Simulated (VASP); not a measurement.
Set up this calculation in VASP 6.6.1, as the native input.

```yaml
Task: single point
Functional: r2SCAN
Potentials_or_basis: VASP PAW PBE potentials, release 64 (Ga_d, N)
Cutoff: 520 eV
k_mesh: 10 × 10 × 10
Occupations: gaussian, width 0.05 eV
Spin: no spin polarisation
Dipole_correction: no
Further_INCAR_settings: ALGO = Normal; EDIFF = 1e-06; NBANDS = 16
```

GaN:

```xyz
2
Lattice="0.0000 2.4338 2.1634 2.4338 0.0000 2.1634 2.4338 2.4338 0.0000" Properties=species:S:1:pos:R:3 pbc="T T T"
Ga    0.0000    0.0000    0.0000
N     3.6507    3.6507    3.2450
```

This cell differs from its parent crystal: strain +0.080 along x and y, -0.040 along z.

The input as run:

POSCAR

```
GaN
1.0
    0.0000000000      2.4337806561      2.1633605832
    2.4337806561      0.0000000000      2.1633605832
    2.4337806561      2.4337806561      0.0000000000
Ga N
1 1
Direct
    0.0000000000      0.0000000000      0.0000000000
    0.7500000000      0.7500000000      0.7500000000
```

INCAR.step1

```
  PREC = Accurate
  ENCUT = 520
  ISMEAR = 0
  SIGMA = 0.05
  LREAL = F
  LASPH = T
  NELM = 100
  NBANDS = 16
  GGA = PE
  ALGO = Normal
  EDIFF = 1E-4
  LWAVE = T
  LCHARG = F
```

INCAR.step2

```
  PREC = Accurate
  ENCUT = 520
  EDIFF = 1E-6
  ISMEAR = 0
  SIGMA = 0.05
  LREAL = F
  LASPH = T
  NELM = 100
  ALGO = Normal
  ISIF = 2
  LWAVE = F
  LCHARG = T
  METAGGA = R2SCAN
  LMIXTAU = T
  LELF = T
  LVHAR = T
  NBANDS = 16
  ISTART = 1
```

KPOINTS

```
regular mesh
0
Gamma
  10 10 10
```

Potentials or basis: VASP PAW PBE potentials, release 64 (Ga_d, N).

The run is started by

```sh
$ cat potpaw_PBE.64/Ga_d/POTCAR potpaw_PBE.64/N/POTCAR > POTCAR
$ cp INCAR.step1 INCAR
$ mpirun -np 1 vasp_std > vasp.out
$ cp INCAR.step2 INCAR
$ mpirun -np 1 vasp_std > vasp.out
```

It gave:

```
Pressure               : -18.0 GPa
Band gap on the k mesh : 1.04 eV, direct
```

Caveat: the cell differs from its parent crystal (strain +0.080 along x and y, -0.040 along z); the PAW data sets were made with another functional, which shifts forces and pressure a little.

It took 3.5 min on 1 thread of AMD EPYC 7R13 Processor (Zen 3) (shared host), peak memory 0.15 GiB.
